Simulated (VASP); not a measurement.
Here is a VASP 6.6.1 calculation.

The input INCAR:

```
ALGO = Normal
EDIFF = 1E-6
ENCUT = 500
GGA = CA
GGA_COMPAT = False
ISIF = 2
ISMEAR = 0
LASPH = True
LCHARG = False
LREAL = False
LWAVE = False
NBANDS = 16
NELM = 120
PREC = Accurate
SIGMA = 0.01
```

Contents of KPOINTS:

```
k-points
0
Gamma
  8 8 8
```

File POSCAR:

```
GaP
1.0
    0.0000000000      2.6956512415      2.6956512415
    2.6956512415      0.0000000000      2.6956512415
    2.6956512415      2.6956512415      0.0000000000
Ga P
1 1
Direct
    0.0000000000      0.0000000000      0.0000000000
    0.2500000000      0.2500000000      0.2500000000
```

Potentials or basis: VASP PAW LDA potentials, release 64 (Ga_d, P).

Run with:

```sh
$ cat potpaw_LDA.64/Ga_d/POTCAR potpaw_LDA.64/P/POTCAR > POTCAR
$ mpirun -np 1 vasp_std > vasp.out
```

Predict the pressure.

0.1 GPa.

What does it give for the band gap on the k mesh?

1.43 eV, indirect (least direct gap 1.91 eV).

A k mesh can miss the band edges. A hybrid or GW would open this gap; LDA tends to underestimate it.
